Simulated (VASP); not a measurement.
# SnO (P4/nmm) in VASP: a series of runs

The runs below take SnO through single point, with PBE.

Program: VASP 6.6.1. These are calculated values, not measurements. Logs are shortened: lines on timing, memory, paths and dates and some standing lists are left out, and cuts for length are marked.

**1. The cell of the first run**

Symmetry: P4/nmm, No. 129, tetragonal system. Conventional cell: a = 3.868 Å, b = 3.868 Å, c = 5.065 Å, α = 90.00°, β = 90.00°, γ = 90.00°. Within 3.0 Å of Sn (site symmetry 4mm) lie 4 O at 2.25 Å. Within 3.0 Å of O (site symmetry -4m2) lie 4 Sn at 2.25 Å and 4 O at 2.74 Å.

**2. Single point, PBE**

Contents of INCAR:

```
SYSTEM = SnO
PREC = Accurate
ENCUT = 520
EDIFF = 1E-7
ISMEAR = 0
SIGMA = 0.02
LREAL = .FALSE.
LASPH = .TRUE.
NELM = 60
ALGO = Normal
ISIF = 2
LWAVE = .FALSE.
LCHARG = .FALSE.
GGA = PE
NBANDS = 28
```

Contents of KPOINTS:

```
regular mesh
0
G
  10 10 8
  0 0 0
```

Contents of POSCAR:

```
SnO
1.0
    3.8684423518      0.0000000000      0.0000000000
    0.0000000000      3.8684423518      0.0000000000
    0.0000000000      0.0000000000      5.0650221773
Sn O
2 2
Direct
    0.5000000000      0.0000000000      0.2288152407
    0.0000000000      0.5000000000      0.7711847593
    0.0000000000      0.0000000000      0.0000000000
    0.5000000000      0.5000000000      0.0000000000
```

Potentials or basis: VASP PAW PBE potentials, release 64 (Sn_d, O).

The run is started by

```
$ cat potpaw_PBE.64/Sn_d/POTCAR potpaw_PBE.64/O/POTCAR > POTCAR
$ mpirun -np 1 vasp_std > vasp.out
```

OUTCAR:

```text
SYSTEM = SnO
   PREC = Accurate
   ENCUT = 520
   EDIFF = 1E-7
   ISMEAR = 0
   LREAL = .FALSE.
   LASPH = .TRUE.
   NELM = 60
   ISIF = 2
   GGA = PE

 ion  position               nearest neighbor table
   1  0.500  0.000  0.229-   3 2.25   4 2.25   4 2.25   3 2.25   2 3.59   2 3.59   2 3.59   2 3.59

   2  0.000  0.500  0.771-   3 2.25   4 2.25   3 2.25   4 2.25   1 3.59   1 3.59   1 3.59   1 3.59

   3  0.000  0.000  0.000-   1 2.25   2 2.25   2 2.25   1 2.25
   4  0.500  0.500  0.000-   1 2.25   2 2.25   1 2.25   2 2.25

  LATTYP: Found a simple tetragonal cell.
 ALAT       =     3.8684423518
 C/A-ratio  =     1.3093182518

  Lattice vectors:

 A1 = (   3.8684423518,   0.0000000000,   0.0000000000)
 A2 = (   0.0000000000,   3.8684423518,   0.0000000000)
 A3 = (   0.0000000000,   0.0000000000,   5.0650221773)

Analysis of symmetry for initial positions (statically):
=====================================================================
 Subroutine PRICEL returns:
 Original cell was already a primitive cell.

 Routine SETGRP: Setting up the symmetry group for a
 simple tetragonal supercell.

 Subroutine GETGRP returns: Found 16 space group operations
 (whereof  8 operations were pure point group operations)
 out of a pool of 16 trial point group operations.

The static configuration has the point symmetry D_2d.
 The point group associated with its full space group is D_4h.

Analysis of symmetry for dynamics (positions and initial velocities):
=====================================================================
 Subroutine PRICEL returns:
 Original cell was already a primitive cell.

 Routine SETGRP: Setting up the symmetry group for a
 simple tetragonal supercell.

 Subroutine GETGRP returns: Found 16 space group operations
 (whereof  8 operations were pure point group operations)
 out of a pool of 16 trial point group operations.

The dynamic configuration has the point symmetry D_2d.
 The point group associated with its full space group is D_4h.

 Subroutine INISYM returns: Found 16 space group operations
 (whereof  8 operations are pure point group operations),
 and found     1 'primitive' translations

----------------------------------------------------------------------------------------

                                     Primitive cell

  volume of cell :      75.7973

  direct lattice vectors                    reciprocal lattice vectors
     3.868442352  0.000000000  0.000000000     0.258501978  0.000000000  0.000000000
     0.000000000  3.868442352  0.000000000     0.000000000  0.258501978  0.000000000
     0.000000000  0.000000000  5.065022177     0.000000000  0.000000000  0.197432502

  length of vectors
     3.868442352  3.868442352  5.065022177     0.258501978  0.258501978  0.197432502

  position of ions in fractional coordinates (direct lattice)
     0.500000000  0.000000000  0.228815241
     0.000000000  0.500000000  0.771184759
     0.000000000  0.000000000  0.000000000
     0.500000000  0.500000000  0.000000000

  ion indices of the primitive-cell ions
   primitive index   ion index
                 1           1
                 2           2
                 3           3
                 4           4

----------------------------------------------------------------------------------------

 KPOINTS: regular mesh

Automatic generation of k-mesh.
 Grid dimensions read from file:
 generate k-points for:   10   10    8

 Generating k-lattice:

  Cartesian coordinates                     Fractional coordinates (reciprocal lattice)
     0.025850198  0.000000000  0.000000000     0.100000000  0.000000000  0.000000000
     0.000000000  0.025850198  0.000000000     0.000000000  0.100000000  0.000000000
     0.000000000  0.000000000  0.024679063     0.000000000  0.000000000  0.125000000

  Length of vectors
     0.025850198  0.025850198  0.024679063

  Shift w.r.t. Gamma in fractional coordinates (k-lattice)
     0.000000000  0.000000000  0.000000000

 Subroutine IBZKPT returns following result:
 ===========================================

 Found    105 irreducible k-points:

 Following reciprocal coordinates:
            Coordinates               Weight
  0.000000  0.000000  0.000000      1.000000
  0.100000  0.000000  0.000000      4.000000
  0.200000  0.000000  0.000000      4.000000
  0.300000  0.000000  0.000000      4.000000
  0.400000  0.000000  0.000000      4.000000
  0.500000  0.000000  0.000000      2.000000
[... 16 lines left out ...]
  0.100000  0.000000  0.125000      8.000000
  0.200000  0.000000  0.125000      8.000000
 [... further k-points ...]
   k-points           NKPTS =    105   k-points in BZ     NKDIM =    105   number of bands    NBANDS=     28
   number of dos      NEDOS =    301   number of ions     NIONS =      4
   total plane-waves  NPLWV =  36000
   dimension x,y,z NGX =    30 NGY =   30 NGZ =   40
   dimension x,y,z NGXF=    60 NGYF=   60 NGZF=   80
   ions per type =               2   2
   NGX,Y,Z   is equivalent  to a cutoff of  12.89, 12.89, 13.13 a.u.
   NGXF,Y,Z  is equivalent  to a cutoff of  25.78, 25.78, 26.26 a.u.
 SYSTEM =  SnO
   PREC   = accura    normal or accurate (medium, high low for compatibility)
   ISTART =      0    job   : 0-new  1-cont  2-samecut
   ICHARG =      2    charge: 1-file 2-atom 10-const
   ISPIN  =      1    spin polarized calculation?
   LNONCOLLINEAR =      F non collinear calculations
   LSORBIT =      F    spin-orbit coupling
   LASPH  =      T    aspherical Exc in radial PAW
   ENCUT  =  520.0 eV  38.22 Ry    6.18 a.u.   7.19  7.19  9.42*2*pi/ulx,y,z
   NELM   =     60;   NELMIN=  2; NELMDL= -5     # of ELM steps
   EDIFF  = 0.1E-06   stopping-criterion for ELM
   LREAL  =      F    real-space projection
   EDIFFG = 0.1E-05   stopping-criterion for IOM
   NSW    =      0    number of steps for IOM
   IBRION =     -1    ionic relax: 0-MD 1-quasi-New 2-CG
   NFREE  =      0    steps in history (QN), initial steepest desc. (CG)
   ISIF   =      2    stress and relaxation
   ISYM   =      2    0-nonsym 1-usesym 2-fastsym
   POTIM  = 0.5000    time-step for ionic-motion
   TEBEG  =    0.0;   TEEND  =   0.0 temperature during run
   PSTRESS=    0.0 pullay stress
   NELECT =      40.0000    total number of electrons
   NUPDOWN=      -1.0000    fix difference up-down
   EMIN   =  10.00;   EMAX   =-10.00  energy-range for DOS
   EFERMI =   0.00;   METHOD = LEGACY
   ISMEAR =     0;   SIGMA  =   0.02  broadening in eV -4-tet -1-fermi 0-gaus
   EFERMI_NEDOS =   21; number of points for ismear=-14 and -15
   IALGO  =     38    algorithm
   IMIX   =      4    mixing-type and parameters
     AMIX     =   0.40;   BMIX     =  1.00
     AMIX_MAG =   1.60;   BMIX_MAG =  1.00
  volume/ion in A,a.u.               =      18.95       127.88
  Fermi-wavevector in a.u.,A,eV,Ry     =   1.322951  2.500014 23.812893  1.750198
  Thomas-Fermi vector in A             =   2.452594
   LORBIT       =      0    0 simple, 1 ext, 2 COOP (PROOUT), +10 PAW based schemes
   GGA     = PE    functional components
   LHFCALC =     F    Hartree Fock is set to
   AEXX    =    0.0000 exact exchange contribution
   IVDW    =     0    specifies the selected vdW correction
   LEPSILON=     F    determine dielectric tensor
   LRPA    =     F    only Hartree local field effects (RPA)
 non-spin polarized calculation
 Gauss-broadening in eV      SIGMA  =   0.02
  energy-cutoff  :      520.00
  volume of cell :       75.80
 maximum number of plane-waves:      2058
 NGX is ok and might be reduce to    30
   NGX = 15   NGY = 15   NGZ = 19

 number of electron      39.9999994 magnetization

 Free energy of the ion-electron system (eV)
  ---------------------------------------------------
  ext. energy  EPLUGINS =         0.00000000
  ---------------------------------------------------
  free energy    TOTEN  =       -22.72594730 eV

  energy without entropy =      -22.72594730  energy(sigma->0) =      -22.72594730

 E-fermi :   6.3054     XC(G=0):  -9.8235

 val. band max:        6.1356732215   @ k =   0.1000   0.0000   0.0000
 cond. band min:       6.6402750723   @ k =   0.5000   0.5000   0.0000
 fundamental gap:      0.5046018508
 Fermi energy:         6.3053804352

 k-point     1 :       0.0000    0.0000    0.0000
  band No.  band energies     occupation
      1     -15.6059      2.00000
      2     -15.2419      2.00000
      3     -15.2371      2.00000
      4     -15.2371      2.00000
      5     -15.2077      2.00000
      6     -15.1932      2.00000
[... 20 lines left out ...]
     27      13.0895      0.00000
     28      13.5969      0.00000

 k-point     2 :       0.1000    0.0000    0.0000
  band No.  band energies     occupation
      1     -15.6007      2.00000
      2     -15.2406      2.00000
      3     -15.2357      2.00000
      4     -15.2354      2.00000
      5     -15.2088      2.00000
      6     -15.1903      2.00000
[... 20 lines left out ...]
     27      13.2701      0.00000
     28      14.3402      0.00000

 k-point     3 :       0.2000    0.0000    0.0000
  band No.  band energies     occupation
      1     -15.5860      2.00000
      2     -15.2690      2.00000
      3     -15.2321      2.00000
      4     -15.2305      2.00000
      5     -15.2117      2.00000
      6     -15.2112      2.00000
[... 20 lines left out ...]
     27      13.4712      0.00000
     28      15.8080      0.00000

 k-point     4 :       0.3000    0.0000    0.0000
  band No.  band energies     occupation
      1     -15.5626      2.00000
      2     -15.3459      2.00000
      3     -15.2276      2.00000
      4     -15.2227      2.00000
      5     -15.2153      2.00000
      6     -15.2069      2.00000
[... 20 lines left out ...]
     27      13.7618      0.00000
     28      16.9618      0.00000

 k-point     5 :       0.4000    0.0000    0.0000
  band No.  band energies     occupation
      1     -15.5295      2.00000
      2     -15.4216      2.00000
      3     -15.2238      2.00000
      4     -15.2186      2.00000
      5     -15.2139      2.00000
      6     -15.2038      2.00000
[... 20 lines left out ...]
     27      14.1873      0.00000
     28      15.8261      0.00000

 k-point     6 :       0.5000    0.0000    0.0000
  band No.  band energies     occupation
      1     -15.4834      2.00000
      2     -15.4834      2.00000
      3     -15.2211      2.00000
      4     -15.2211      2.00000
      5     -15.2068      2.00000
      6     -15.2068      2.00000
[... 463 lines left out ...]
      5     -15.1882      2.00000
      6     -15.1882      2.00000
[... 20 lines left out ...]
     27      14.0130      0.00000
     28      14.0130      0.00000

 k-point    22 :       0.0000    0.0000    0.1250
  band No.  band energies     occupation
      1     -15.6046      2.00000
      2     -15.2432      2.00000
      3     -15.2347      2.00000
      4     -15.2347      2.00000
      5     -15.2067      2.00000
      6     -15.1919      2.00000
[... 20 lines left out ...]
     27      12.9922      0.00000
     28      13.7052      0.00000

 k-point    23 :       0.1000    0.0000    0.1250
  band No.  band energies     occupation
      1     -15.5995      2.00000
      2     -15.2424      2.00000
      3     -15.2340      2.00000
      4     -15.2329      2.00000
      5     -15.2076      2.00000
      6     -15.1893      2.00000
[... 20 lines left out ...]
     27      13.2367      0.00000
     28      14.3876      0.00000

 k-point    24 :       0.2000    0.0000    0.1250
  band No.  band energies     occupation
      1     -15.5852      2.00000
      2     -15.2720      2.00000
      3     -15.2323      2.00000
      4     -15.2277      2.00000
      5     -15.2121      2.00000
      6     -15.2103      2.00000
[... 20 lines left out ...]
     27      13.5479      0.00000
     28      15.7854      0.00000

 [... further k-points ...]

------------------------ aborting loop because EDIFF is reached ----------------------------------------

  FORCE on cell =-STRESS in cart. coord.  units (eV):
  Direction    XX          YY          ZZ          XY          YZ          ZX
  --------------------------------------------------------------------------------------
  -------------------------------------------------------------------------------------
  Total        0.0835366      0.0835366      0.1150916      0.0000000      0.0000000      0.0000000
  in kB        1.7657681      1.7657681      2.4327674      0.0000000      0.0000000      0.0000000
  external PRESSURE =       1.9881012 kB  Pullay stress =       0.0000000 kB

 VOLUME and BASIS-vectors are now :
 -----------------------------------------------------------------------------
  energy-cutoff  :      520.00
  volume of cell :       75.80
      direct lattice vectors                 reciprocal lattice vectors
     3.868442352  0.000000000  0.000000000     0.258501978  0.000000000  0.000000000
     0.000000000  3.868442352  0.000000000     0.000000000  0.258501978  0.000000000
     0.000000000  0.000000000  5.065022177     0.000000000  0.000000000  0.197432502

 POSITION                                       TOTAL-FORCE (eV/Angst)
 -----------------------------------------------------------------------------------
      1.93422      0.00000      1.15895         0.000000      0.000000      0.076518
      0.00000      1.93422      3.90607         0.000000      0.000000     -0.076518
      0.00000      0.00000      0.00000         0.000000      0.000000      0.000000
      1.93422      1.93422      0.00000         0.000000     -0.000000      0.000000
 -----------------------------------------------------------------------------------
    total drift:                                0.000000      0.000000      0.000000

  FREE ENERGIE OF THE ION-ELECTRON SYSTEM (eV)
  ---------------------------------------------------
  free  energy   TOTEN  =       -22.7259473030 eV

  energy  without entropy=      -22.7259473030  energy(sigma->0) =      -22.72594730
```

It took 2.7 min on 1 thread of Intel Xeon Platinum 8488C (Sapphire Rapids), shared host; peak memory 0.31 GiB.

What came out:

* Free energy: -22.7259 eV
* Pressure: 0.2 GPa
* Largest force: 0.077 eV/Å
* Band gap on the k mesh: 0.50 eV, indirect (least direct gap 1.91 eV)

Forces in eV/Å, atoms in the order of the input:
```
Sn   0.000  0.000  0.077
Sn   0.000  0.000 -0.077
O    0.000  0.000  0.000
O    0.000  0.000  0.000
```

Caveat: spin-orbit coupling is left out, which moves the levels of the heavy elements.

**3. Single point, PBE (volume scaled by 1.03, then relaxed in part)**

Contents of INCAR:

```
PREC = Accurate
ENCUT = 520
EDIFF = 1E-6
ISMEAR = 0
SIGMA = 0.02
LREAL = False
LASPH = True
NELM = 60
ALGO = Normal
ISIF = 2
LWAVE = False
LCHARG = False
GGA = PE
NBANDS = 28
```

Contents of KPOINTS:

```
Automatic mesh
0
Gamma
  10 10 8
```

Contents of POSCAR:

```
SnO
1.0
    3.8752052171      0.0000000000      0.0000000000
    0.0000000000      3.8752052171      0.0000000000
    0.0000000000      0.0000000000      5.1987797939
Sn O
2 2
Direct
    0.5000000000      0.0000000000      0.2231457060
    0.0000000000      0.5000000000      0.7768542940
    0.0000000000      0.0000000000      0.0000000000
    0.5000000000      0.5000000000      0.0000000000
```

Potentials or basis: VASP PAW PBE potentials, release 64 (Sn_d, O).

The run is started by

```
$ cat potpaw_PBE.64/Sn_d/POTCAR potpaw_PBE.64/O/POTCAR > POTCAR
$ mpirun -np 1 vasp_std > vasp.out
```

Run time: 2.8 min. Hardware: 1 thread of Intel Xeon Platinum 8488C (Sapphire Rapids), shared host; peak memory 0.31 GiB.

It converged, with:

```
Free energy            : -22.7231 eV
Pressure               : -0.3 GPa
Largest force          : 0.076 eV/Å
Band gap on the k mesh : 0.70 eV, indirect (least direct gap 1.84 eV)
```

Forces in eV/Å, atoms in the order of the input:
```
Sn   0.000  0.000  0.076
Sn   0.000  0.000 -0.076
O    0.000  0.000  0.000
O    0.000  0.000  0.000
```

Levels at points of the mesh, in eV from the valence-band top:
| k point | band 18 | band 19 | band 20 | band 21 | band 22 | band 23 |
| --- | --- | --- | --- | --- | --- | --- |
| (0.00, 0.00, 0.00) | -2.82 | -2.82 | 0.00 | 1.84 | 3.87 | 5.08 |
| (0.50, 0.00, 0.00) | -4.39 | -2.20 | -2.20 | 2.96 | 2.96 | 5.55 |
| (0.50, 0.50, 0.00) | -2.18 | -1.69 | -1.69 | 0.70 | 0.70 | 4.59 |
| (0.00, 0.00, 0.50) | -2.83 | -2.83 | -1.87 | 1.74 | 3.50 | 3.50 |
| (0.50, 0.00, 0.50) | -4.37 | -1.48 | -1.48 | 2.42 | 2.42 | 5.67 |
| (0.50, 0.50, 0.50) | -2.21 | -2.18 | -2.18 | 2.73 | 2.73 | 3.59 |

Caveat: spin-orbit coupling is left out, which moves the levels of the heavy elements.

**4. Single point, PBE (volume scaled by 1.06, then relaxed in part)**

Contents of INCAR:

```
ALGO = Normal
EDIFF = 1E-7
ENCUT = 520
GGA = PE
ISIF = 2
ISMEAR = 0
LASPH = T
LCHARG = F
LREAL = F
LWAVE = F
NBANDS = 28
NELM = 80
PREC = Accurate
SIGMA = 0.02
```

Contents of KPOINTS:

```
k-points
0
Gamma
  10 10 8
```

Contents of POSCAR:

```
SnO
1.0
    3.8800862096      0.0000000000      0.0000000000
    0.0000000000      3.8800862096      0.0000000000
    0.0000000000      0.0000000000      5.3367483565
Sn O
2 2
Direct
    0.5000000000      0.0000000000      0.2175596590
    0.0000000000      0.5000000000      0.7824403410
    0.0000000000      0.0000000000      0.0000000000
    0.5000000000      0.5000000000      0.0000000000
```

The run is started by

```
$ cat potpaw_PBE.64/Sn_d/POTCAR potpaw_PBE.64/O/POTCAR > POTCAR
$ mpirun -np 1 vasp_std > vasp.out
```

Run time: 6.3 min. Hardware: 1 thread of Intel Xeon 6975P-C, shared host; peak memory 0.31 GiB.

The run converged. Its results:

```yaml
Free_energy: -22.7148 eV
Pressure: -0.6 GPa
Largest_force: 0.075 eV/Å
Band_gap_on_the_k_mesh: 0.90 eV, indirect (least direct gap 1.80 eV)
```

Forces on the atoms (eV/Å):
```
Sn   0.000  0.000  0.075
Sn   0.000  0.000 -0.075
O    0.000  0.000  0.000
O    0.000  0.000  0.000
```

Levels at points of the mesh, in eV from the valence-band top:
```csv
k point,band 18,band 19,band 20,band 21,band 22,band 23
"(0.00, 0.00, 0.00)",-2.75,-2.75,0.00,1.80,3.69,5.26
"(0.50, 0.00, 0.00)",-4.32,-2.07,-2.07,2.91,2.91,5.45
"(0.50, 0.50, 0.00)",-2.11,-1.64,-1.64,0.90,0.90,4.64
"(0.00, 0.00, 0.50)",-2.76,-2.76,-1.80,1.77,3.68,3.68
"(0.50, 0.00, 0.50)",-4.30,-1.42,-1.42,2.37,2.37,5.78
"(0.50, 0.50, 0.50)",-2.11,-2.07,-2.07,2.87,2.87,3.45
```

Caveat: spin-orbit coupling is left out, which moves the levels of the heavy elements. A k mesh can miss the band edges.

**5. Overview**

| cell | gap on the mesh (eV) | pressure (GPa) | largest force (eV/Å) |
| --- | --- | --- | --- |
| a = 3.868, b = 3.868, c = 5.065 Å, 4 atoms | 0.50 | 0.2 | 0.08 |
| a = 3.875, b = 3.875, c = 5.199 Å, 4 atoms | 0.70 | -0.3 | 0.08 |
| a = 3.880, b = 3.880, c = 5.337 Å, 4 atoms | 0.90 | -0.6 | 0.08 |

Alike in all rows: task single point; level PBE; potentials or basis VASP PAW PBE potentials, release 64 (Sn_d, O); no spin polarisation; k mesh 10 × 10 × 8; cutoff (eV) 520; smearing gaussian 0.02 eV.

Caveats: spin-orbit coupling is left out, which moves the levels of the heavy elements.

Total energies depend on the potentials used, so only differences within one code and one set of settings carry meaning.
